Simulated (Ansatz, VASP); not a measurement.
In in VASP and in Ansatz

```xyz
4
Lattice="3.3393 0.0000 0.0000 -1.6696 2.8919 0.0000 0.0000 0.0000 23.2075" Properties=species:S:1:pos:R:3 pbc="T T T"
In    1.6696    0.9640    7.5000
In    0.0000    1.9279   10.2416
In    1.6696    0.9640   12.9659
In    0.0000    1.9279   15.7075
```

Alike in both runs: task single point; functional PBEsol; k mesh 9 × 9 × 1; occupations fermi-dirac, width 0.05 eV; no spin polarisation.

|  | VASP | Ansatz |
| --- | --- | --- |
| version | VASP 6.6.1 | Ansatz 0.2.0 |
| potentials or method | VASP PAW PBE potentials, release 64 (In_d), cutoff 520 eV | all-electron LAPW, scalar-relativistic |

|  | VASP | Ansatz | Ansatz less VASP |
| --- | --- | --- | --- |
| gap on the k mesh at the Fermi level (eV) | none | none | - |
| rms of the force components (eV/Å) | 0.052 | 0.053 | +0.0006 |

VASP's potentials were made for PBE, not for PBEsol. Atom by atom the forces differ by 0.001 eV/Å (rms over components). A gap of «none» marks a metal or a gap that the smearing closes. Ansatz ran all-electron here, and VASP with PAW potentials.
